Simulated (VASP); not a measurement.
## MgO: single point with PBEsol

The system is MgO.

```
Mg O
1.0
     0.00000    2.09010    2.09010
     2.09010    0.00000    2.09010
     2.09010    2.09010    0.00000
Mg O
1 1
Cartesian
  0.0000 0.0000 0.0791
  2.0901 2.0901 1.9699
```

| Property | Result |
| --- | --- |
| Program | VASP 6.6.1 |
| Task | single point |
| Functional | PBEsol |
| Potentials or basis | VASP PAW PBE potentials, release 64 (Mg, O) |
| Cutoff | 520 eV |
| k mesh | 10 × 10 × 10 |
| Occupations | gaussian, width 0.05 eV |
| Spin | no spin polarisation |

```json
{
 "Pressure": "8.2 GPa",
 "Largest force": "1.551 eV/Å",
 "Band gap on the k mesh": "4.84 eV, direct"
}
```

Forces in eV/Å, atoms in the order of the input:
```
Mg   0.000  0.000 -1.551
O    0.000  0.000  1.551
```

Stress tensor (GPa, compression positive):
```
 2.66  0.00  0.00
 0.00  2.66  0.00
 0.00  0.00 19.14
```

Levels at points of the mesh, in eV from the valence-band top:
```tsv
k point	band 1	band 2	band 3	band 4	band 5	band 6	band 7	band 8	band 9
(0.00, 0.00, 0.00)	-17.30	-0.05	0.00	0.00	4.84	15.87	15.96	15.96	19.61
(0.50, 0.00, 0.00)	-15.94	-4.74	-0.67	-0.65	7.92	12.60	16.40	16.55	21.00
(0.50, 0.50, 0.00)	-15.67	-4.15	-1.36	-1.36	8.99	9.86	13.29	19.26	19.26
(0.00, 0.50, 0.50)	-15.66	-4.20	-1.41	-1.37	9.12	9.93	13.27	19.14	19.48
```

Wall time 6.6 s on 1 thread of Intel(R) Xeon(R) 6975P-C (Granite Rapids), on a shared host, peak memory 0.15 GiB.

Caveat: the PAW data sets were made with another functional, which shifts forces and pressure a little. A hybrid or GW would open this gap; PBEsol tends to underestimate it.
